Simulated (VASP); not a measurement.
# GaSb (I-4m2) in VASP: a series of runs

Runs on GaSb. Level: r2SCAN. Tasks: single point.

Program: VASP 6.6.1. These are calculated values, not measurements. Logs are shortened: lines on timing, memory, paths and dates and some standing lists are left out, and cuts for length are marked.

**1. The cell of the first run**

Symmetry: I-4m2, No. 119, tetragonal system. Conventional cell: a = 4.466 Å, b = 4.466 Å, c = 6.132 Å, α = 90.00°, β = 90.00°, γ = 90.00°. Ga (site symmetry -4m2) has 4 Sb at 2.71 Å within 3.6 Å. Sb (site symmetry -4m2) has 4 Ga at 2.71 Å within 3.6 Å.

**2. Single point, r2SCAN (strain +0.0300 x Voigt [1, 1, 0, 0, 0, 0])**

Input file POSCAR:

```
GaSb
1.0
    0.0000000000      3.1581329281      3.0661484739
    3.1581329281      0.0000000000      3.0661484739
    3.1581329281      3.1581329281      0.0000000000
Ga Sb
1 1
Direct
    0.0000000000      0.0000000000      0.0000000000
    0.7500000000      0.7500000000      0.7500000000
```

Input file INCAR.step1:

```
PREC = Accurate
ENCUT = 520
ISMEAR = 0
SIGMA = 0.05
LREAL = F
LASPH = T
NELM = 100
NBANDS = 16
GGA = PE
ALGO = Normal
EDIFF = 1E-4
LWAVE = T
LCHARG = F
```

Input file INCAR.step2:

```
PREC = Accurate
ENCUT = 520
EDIFF = 1E-7
ISMEAR = 0
SIGMA = 0.05
LREAL = F
LASPH = T
NELM = 100
ALGO = Normal
ISIF = 2
LWAVE = F
LCHARG = F
METAGGA = R2SCAN
LMIXTAU = T
NBANDS = 16
ISTART = 1
```

Input file KPOINTS:

```
regular mesh
0
Gamma
  10 10 10
```

Potentials or basis: VASP PAW PBE potentials, release 64 (Ga_d, Sb).

Run with:

```console
> cat potpaw_PBE.64/Ga_d/POTCAR potpaw_PBE.64/Sb/POTCAR > POTCAR
> cp INCAR.step1 INCAR
> mpirun -np 1 vasp_std > vasp.out
> cp INCAR.step2 INCAR
> mpirun -np 1 vasp_std > vasp.out
```

OUTCAR:

```text
PREC = Accurate
   ENCUT = 520
   EDIFF = 1E-7
   ISMEAR = 0
   LREAL = F
   LASPH = T
   NELM = 100
   ISIF = 2
   METAGGA = R2SCAN
   ISTART = 1

 ion  position               nearest neighbor table
   1  0.000  0.000  0.000-   2 2.71   2 2.71   2 2.71   2 2.71
   2  0.750  0.750  0.750-   1 2.71   1 2.71   1 2.71   1 2.71

  LATTYP: Found a body centered tetragonal cell.
 ALAT       =     4.4662744187
 C/A-ratio  =     1.3730228761

  Lattice vectors:

 A1 = (   0.0000000000,  -3.1581329281,  -3.0661484739)
 A2 = (   0.0000000000,   3.1581329281,  -3.0661484739)
 A3 = (   3.1581329281,   0.0000000000,   3.0661484739)

Analysis of symmetry for initial positions (statically):
=====================================================================
 Subroutine PRICEL returns:
 Original cell was already a primitive cell.

 Routine SETGRP: Setting up the symmetry group for a
 body centered tetragonal supercell.

 Subroutine GETGRP returns: Found  8 space group operations
 (whereof  8 operations were pure point group operations)
 out of a pool of 16 trial point group operations.

The static configuration has the point symmetry D_2d.

Analysis of symmetry for dynamics (positions and initial velocities):
=====================================================================
 Subroutine PRICEL returns:
 Original cell was already a primitive cell.

 Routine SETGRP: Setting up the symmetry group for a
 body centered tetragonal supercell.

 Subroutine GETGRP returns: Found  8 space group operations
 (whereof  8 operations were pure point group operations)
 out of a pool of 16 trial point group operations.

The dynamic configuration has the point symmetry D_2d.

 Subroutine INISYM returns: Found  8 space group operations
 (whereof  8 operations are pure point group operations),
 and found     1 'primitive' translations

----------------------------------------------------------------------------------------

                                     Primitive cell

  volume of cell :      61.1623

  direct lattice vectors                    reciprocal lattice vectors
     0.000000000  3.158132928  3.066148474    -0.158321392  0.158321392  0.163071033
     3.158132928  0.000000000  3.066148474     0.158321392 -0.158321392  0.163071033
     3.158132928  3.158132928  0.000000000     0.158321392  0.158321392 -0.163071033

  length of vectors
     4.401712173  4.401712173  4.466274419     0.276990050  0.276990050  0.276990050

  position of ions in fractional coordinates (direct lattice)
     0.000000000  0.000000000  0.000000000
     0.750000000  0.750000000  0.750000000

  ion indices of the primitive-cell ions
   primitive index   ion index
                 1           1
                 2           2

----------------------------------------------------------------------------------------

 KPOINTS: regular mesh

Automatic generation of k-mesh.
 Grid dimensions read from file:
 generate k-points for:   10   10   10

 Generating k-lattice:

  Cartesian coordinates                     Fractional coordinates (reciprocal lattice)
    -0.015832139  0.015832139  0.016307103     0.100000000 -0.000000000  0.000000000
     0.015832139 -0.015832139  0.016307103    -0.000000000  0.100000000  0.000000000
     0.015832139  0.015832139 -0.016307103     0.000000000  0.000000000  0.100000000

  Length of vectors
     0.027699005  0.027699005  0.027699005

  Shift w.r.t. Gamma in fractional coordinates (k-lattice)
     0.000000000  0.000000000  0.000000000

 Subroutine IBZKPT returns following result:
 ===========================================

 Found    102 irreducible k-points:

 Following reciprocal coordinates:
            Coordinates               Weight
  0.000000  0.000000  0.000000      1.000000
  0.100000  0.000000  0.000000      8.000000
  0.200000  0.000000  0.000000      8.000000
  0.300000 -0.000000  0.000000      8.000000
  0.400000 -0.000000  0.000000      8.000000
  0.500000  0.000000  0.000000      4.000000
[... 16 lines left out ...]
  0.300000  0.300000  0.000000      2.000000
  0.400000  0.300000  0.000000      8.000000
 [... further k-points ...]
   k-points           NKPTS =    102   k-points in BZ     NKDIM =    102   number of bands    NBANDS=     16
   number of dos      NEDOS =    301   number of ions     NIONS =      2
   total plane-waves  NPLWV =  46656
   dimension x,y,z NGX =    36 NGY =   36 NGZ =   36
   dimension x,y,z NGXF=    72 NGYF=   72 NGZF=   72
   ions per type =               1   1
   NGX,Y,Z   is equivalent  to a cutoff of  13.60, 13.60, 13.40 a.u.
   NGXF,Y,Z  is equivalent  to a cutoff of  27.19, 27.19, 26.80 a.u.
 SYSTEM =  unknown system
   PREC   = accura    normal or accurate (medium, high low for compatibility)
   ISTART =      1    job   : 0-new  1-cont  2-samecut
   ICHARG =      0    charge: 1-file 2-atom 10-const
   ISPIN  =      1    spin polarized calculation?
   LNONCOLLINEAR =      F non collinear calculations
   LSORBIT =      F    spin-orbit coupling
   LASPH  =      T    aspherical Exc in radial PAW
   ENCUT  =  520.0 eV  38.22 Ry    6.18 a.u.   8.18  8.18  8.30*2*pi/ulx,y,z
   NELM   =    100;   NELMIN=  2; NELMDL=  0     # of ELM steps
   EDIFF  = 0.1E-06   stopping-criterion for ELM
   LREAL  =      F    real-space projection
   EDIFFG = 0.1E-05   stopping-criterion for IOM
   NSW    =      0    number of steps for IOM
   IBRION =     -1    ionic relax: 0-MD 1-quasi-New 2-CG
   NFREE  =      0    steps in history (QN), initial steepest desc. (CG)
   ISIF   =      2    stress and relaxation
   ISYM   =      2    0-nonsym 1-usesym 2-fastsym
   POTIM  = 0.5000    time-step for ionic-motion
   TEBEG  =    0.0;   TEEND  =   0.0 temperature during run
   PSTRESS=    0.0 pullay stress
   NELECT =      18.0000    total number of electrons
   NUPDOWN=      -1.0000    fix difference up-down
   EMIN   =  10.00;   EMAX   =-10.00  energy-range for DOS
   EFERMI =   0.00;   METHOD = LEGACY
   ISMEAR =     0;   SIGMA  =   0.05  broadening in eV -4-tet -1-fermi 0-gaus
   EFERMI_NEDOS =   21; number of points for ismear=-14 and -15
   IALGO  =     38    algorithm
   IMIX   =      4    mixing-type and parameters
     AMIX     =   0.40;   BMIX     =  1.00
     AMIX_MAG =   1.60;   BMIX_MAG =  1.00
  volume/ion in A,a.u.               =      30.58       206.37
  Fermi-wavevector in a.u.,A,eV,Ry     =   1.088941  2.057800 16.133685  1.185792
  Thomas-Fermi vector in A             =   2.225133
   LORBIT       =      0    0 simple, 1 ext, 2 COOP (PROOUT), +10 PAW based schemes
   METAGGA = R2SCAN    functional components
   LHFCALC =     F    Hartree Fock is set to
   AEXX    =    0.0000 exact exchange contribution
   IVDW    =     0    specifies the selected vdW correction
   LEPSILON=     F    determine dielectric tensor
   LRPA    =     F    only Hartree local field effects (RPA)
 non-spin polarized calculation
 Gauss-broadening in eV      SIGMA  =   0.05
  energy-cutoff  :      520.00
  volume of cell :       61.16
 maximum number of plane-waves:      1671
 NGX is ok and might be reduce to    36
   NGX = 17   NGY = 17   NGZ = 17

 number of electron      17.9999998 magnetization

 Free energy of the ion-electron system (eV)
  ---------------------------------------------------
  ext. energy  EPLUGINS =         0.00000000
  ---------------------------------------------------
  free energy    TOTEN  =       -37.56997024 eV

  energy without entropy =      -37.56996275  energy(sigma->0) =      -37.56996650

 E-fermi :   4.0615     XC(G=0):  -9.4194

 val. band max:        3.9783306245   @ k =   0.0000   0.0000   0.0000
 cond. band min:       4.1339460129   @ k =   0.0000   0.0000   0.0000
 fundamental gap:      0.1556153884
 Fermi energy:         4.0614814157

 k-point     1 :       0.0000    0.0000    0.0000
  band No.  band energies     occupation
      1     -11.3559      2.00000
      2     -11.3559      2.00000
      3     -11.3518      2.00000
      4     -11.3099      2.00000
      5     -11.3051      2.00000
      6      -7.4468      2.00000
[... 8 lines left out ...]
     15      12.6949      0.00000
     16      13.1361      0.00000

 k-point     2 :       0.1000    0.0000    0.0000
  band No.  band energies     occupation
      1     -11.3574      2.00000
      2     -11.3549      2.00000
      3     -11.3515      2.00000
      4     -11.3101      2.00000
      5     -11.3052      2.00000
      6      -7.3467      2.00000
[... 8 lines left out ...]
     15      12.1885      0.00000
     16      12.5096      0.00000

 k-point     3 :       0.2000    0.0000    0.0000
  band No.  band energies     occupation
      1     -11.3627      2.00000
      2     -11.3523      2.00000
      3     -11.3495      2.00000
      4     -11.3103      2.00000
      5     -11.3052      2.00000
      6      -7.0563      2.00000
[... 8 lines left out ...]
     15      11.8542      0.00000
     16      12.0896      0.00000

 k-point     4 :       0.3000   -0.0000    0.0000
  band No.  band energies     occupation
      1     -11.3695      2.00000
      2     -11.3493      2.00000
      3     -11.3467      2.00000
      4     -11.3104      2.00000
      5     -11.3050      2.00000
      6      -6.6145      2.00000
[... 8 lines left out ...]
     15      12.2366      0.00000
     16      12.2882      0.00000

 k-point     5 :       0.4000   -0.0000    0.0000
  band No.  band energies     occupation
      1     -11.3750      2.00000
      2     -11.3472      2.00000
      3     -11.3447      2.00000
      4     -11.3102      2.00000
      5     -11.3046      2.00000
      6      -6.1344      2.00000
[... 8 lines left out ...]
     15      13.1933      0.00000
     16      13.3006      0.00000

 k-point     6 :       0.5000    0.0000    0.0000
  band No.  band energies     occupation
      1     -11.3771      2.00000
      2     -11.3464      2.00000
      3     -11.3439      2.00000
      4     -11.3101      2.00000
      5     -11.3043      2.00000
      6      -5.8945      2.00000
[... 8 lines left out ...]
     15      14.1370      0.00000
     16      14.3998      0.00000

 k-point     7 :       0.1000    0.1000    0.0000
  band No.  band energies     occupation
      1     -11.3561      2.00000
      2     -11.3540      2.00000
      3     -11.3539      2.00000
      4     -11.3107      2.00000
      5     -11.3047      2.00000
      6      -7.3088      2.00000
[... 8 lines left out ...]
     15      11.8795      0.00000
     16      12.8333      0.00000

 k-point     8 :       0.2000    0.1000    0.0000
  band No.  band energies     occupation
      1     -11.3619      2.00000
      2     -11.3514      2.00000
      3     -11.3511      2.00000
      4     -11.3116      2.00000
      5     -11.3043      2.00000
      6      -7.0767      2.00000
[... 8 lines left out ...]
     15      11.9351      0.00000
     16      12.6592      0.00000

 k-point     9 :       0.3000    0.1000    0.0000
  band No.  band energies     occupation
      1     -11.3688      2.00000
      2     -11.3483      2.00000
      3     -11.3479      2.00000
      4     -11.3120      2.00000
      5     -11.3040      2.00000
      6      -6.6777      2.00000
[... 8 lines left out ...]
     15      12.3725      0.00000
     16      12.8750      0.00000
[... 172 lines left out ...]
 k-point    19 :       0.5000    0.2000    0.0000
  band No.  band energies     occupation
      1     -11.3809      2.00000
      2     -11.3420      2.00000
      3     -11.3419      2.00000
      4     -11.3137      2.00000
      5     -11.3034      2.00000
      6      -5.6830      2.00000
[... 8 lines left out ...]
     15      14.4076      0.00000
     16      14.4279      0.00000

 k-point    20 :      -0.4000    0.2000    0.0000
  band No.  band energies     occupation
      1     -11.3806      2.00000
      2     -11.3427      2.00000
      3     -11.3416      2.00000
      4     -11.3122      2.00000
      5     -11.3045      2.00000
      6      -5.6319      2.00000
[... 8 lines left out ...]
     15      12.8435      0.00000
     16      14.1807      0.00000

 k-point    21 :      -0.3000    0.2000    0.0000
  band No.  band energies     occupation
      1     -11.3775      2.00000
      2     -11.3450      2.00000
      3     -11.3422      2.00000
      4     -11.3108      2.00000
      5     -11.3057      2.00000
      6      -5.9973      2.00000
[... 8 lines left out ...]
     15      12.6275      0.00000
     16      14.5139      0.00000

 k-point    22 :      -0.2000    0.2000    0.0000
  band No.  band energies     occupation
      1     -11.3726      2.00000
      2     -11.3482      2.00000
      3     -11.3437      2.00000
      4     -11.3100      2.00000
      5     -11.3062      2.00000
      6      -6.4677      2.00000
[... 8 lines left out ...]
     15      13.2531      0.00000
     16      13.4929      0.00000

 k-point    23 :       0.3000    0.3000    0.0000
  band No.  band energies     occupation
      1     -11.3790      2.00000
      2     -11.3421      2.00000
      3     -11.3421      2.00000
      4     -11.3164      2.00000
      5     -11.3021      2.00000
      6      -6.2672      2.00000
[... 8 lines left out ...]
     15      13.9402      0.00000
     16      14.5708      0.00000

 k-point    24 :       0.4000    0.3000    0.0000
  band No.  band energies     occupation
      1     -11.3837      2.00000
      2     -11.3396      2.00000
      3     -11.3394      2.00000
      4     -11.3174      2.00000
      5     -11.3018      2.00000
      6      -5.8517      2.00000
[... 8 lines left out ...]
     15      14.6173      0.00000
     16      14.9476      0.00000

 [... further k-points ...]

------------------------ aborting loop because EDIFF is reached ----------------------------------------

  FORCE on cell =-STRESS in cart. coord.  units (eV):
  Direction    XX          YY          ZZ          XY          YZ          ZX
  --------------------------------------------------------------------------------------
  -------------------------------------------------------------------------------------
  Total       -1.1759212     -1.1759212     -0.6794480      0.0000000      0.0000000      0.0000000
  in kB      -30.8038374    -30.8038374    -17.7984749      0.0000000      0.0000000      0.0000000
  external PRESSURE =     -26.4687166 kB  Pullay stress =       0.0000000 kB

 VOLUME and BASIS-vectors are now :
 -----------------------------------------------------------------------------
  energy-cutoff  :      520.00
  volume of cell :       61.16
      direct lattice vectors                 reciprocal lattice vectors
     0.000000000  3.158132928  3.066148474    -0.158321392  0.158321392  0.163071033
     3.158132928  0.000000000  3.066148474     0.158321392 -0.158321392  0.163071033
     3.158132928  3.158132928  0.000000000     0.158321392  0.158321392 -0.163071033

 POSITION                                       TOTAL-FORCE (eV/Angst)
 -----------------------------------------------------------------------------------
      0.00000      0.00000      0.00000         0.000000      0.000000     -0.000000
      4.73720      4.73720      4.59922        -0.000000     -0.000000      0.000000
 -----------------------------------------------------------------------------------
    total drift:                               -0.000001     -0.000001     -0.000016

  FREE ENERGIE OF THE ION-ELECTRON SYSTEM (eV)
  ---------------------------------------------------
  free  energy   TOTEN  =       -37.5699702431 eV

  energy  without entropy=      -37.5699627490  energy(sigma->0) =      -37.56996650
```

Run time: 3.3 min. Hardware: 1 thread of Intel Xeon 6975P-C (Granite Rapids), shared host; peak memory 0.29 GiB.

What came out:

```yaml
Free_energy: -37.5700 eV
Pressure: -2.6 GPa
Band_gap_on_the_k_mesh: 0.16 eV, direct
```

Stress tensor (GPa, compression positive):
```
-3.08  0.00  0.00
 0.00 -3.08  0.00
 0.00  0.00 -1.78
```

Caveat: the cell differs from its parent crystal (strain +0.0300 x Voigt [1, 1, 0, 0, 0, 0]); the PAW data sets were made with another functional, which shifts forces and pressure a little; spin-orbit coupling is left out, which moves the levels of the heavy elements. A k mesh can miss the band edges.

**3. Single point, r2SCAN (strain +0.0400 x Voigt [1, 1, 0, 0, 0, 0])**

Input file POSCAR:

```
GaSb
1.0
    0.0000000000      3.1887944129      3.0661484739
    3.1887944129      0.0000000000      3.0661484739
    3.1887944129      3.1887944129      0.0000000000
Ga Sb
1 1
Direct
    0.0000000000      0.0000000000      0.0000000000
    0.7500000000      0.7500000000      0.7500000000
```

Input file INCAR.step1:

```
SYSTEM = GaSb
PREC = Accurate ; ENCUT = 520
ISMEAR = 0 ; SIGMA = 0.05
LREAL = .FALSE. ; LASPH = .TRUE.
NELM = 60 ; NBANDS = 16
GGA = PE ; ALGO = Normal
EDIFF = 1E-4 ; LWAVE = .TRUE.
LCHARG = .FALSE.
```

Input file INCAR.step2:

```
SYSTEM = GaSb
PREC = Accurate ; ENCUT = 520
EDIFF = 1E-6 ; ISMEAR = 0
SIGMA = 0.05 ; LREAL = .FALSE.
LASPH = .TRUE. ; NELM = 60
ALGO = Normal ; ISIF = 2
LWAVE = .FALSE. ; LCHARG = .FALSE.
METAGGA = R2SCAN ; LMIXTAU = .TRUE.
NBANDS = 16 ; ISTART = 1
```

Input file KPOINTS:

```
regular mesh
0
G
  10 10 10
  0 0 0
```

Potentials or basis: VASP PAW PBE potentials, release 64 (Ga_d, Sb).

Run with:

```console
> cat potpaw_PBE.64/Ga_d/POTCAR potpaw_PBE.64/Sb/POTCAR > POTCAR
> cp INCAR.step1 INCAR
> mpirun -np 1 vasp_std > vasp.out
> cp INCAR.step2 INCAR
> mpirun -np 1 vasp_std > vasp.out
```

Run time: 2.6 min. Hardware: 1 thread of Intel Xeon 6975P-C (Granite Rapids), shared host; peak memory 0.29 GiB.

It converged, with:

```
Free energy            : -37.5436 eV
Pressure               : -3.4 GPa
Band gap on the k mesh : 0.21 eV, direct
```

Stress tensor (GPa, compression positive):
```
-3.96  0.00  0.00
 0.00 -3.96  0.00
 0.00  0.00 -2.27
```

Levels at points of the mesh, in eV from the valence-band top:
```tsv
k point	band 6	band 7	band 8	band 9	band 10	band 11	band 12	band 13
(0.00, 0.00, 0.00)	-11.27	-0.12	0.00	0.00	0.21	3.00	3.13	3.13
(0.50, 0.00, 0.00)	-9.77	-6.10	-1.14	-0.87	0.55	3.99	4.19	7.02
(0.50, 0.50, 0.00)	-8.93	-6.48	-2.47	-2.47	1.07	1.55	8.78	8.78
(0.50, 0.00, 0.50)	-9.05	-6.64	-2.26	-2.23	1.36	1.78	8.67	8.68
```

Caveat: the cell differs from its parent crystal (strain +0.0400 x Voigt [1, 1, 0, 0, 0, 0]); the PAW data sets were made with another functional, which shifts forces and pressure a little; spin-orbit coupling is left out, which moves the levels of the heavy elements.
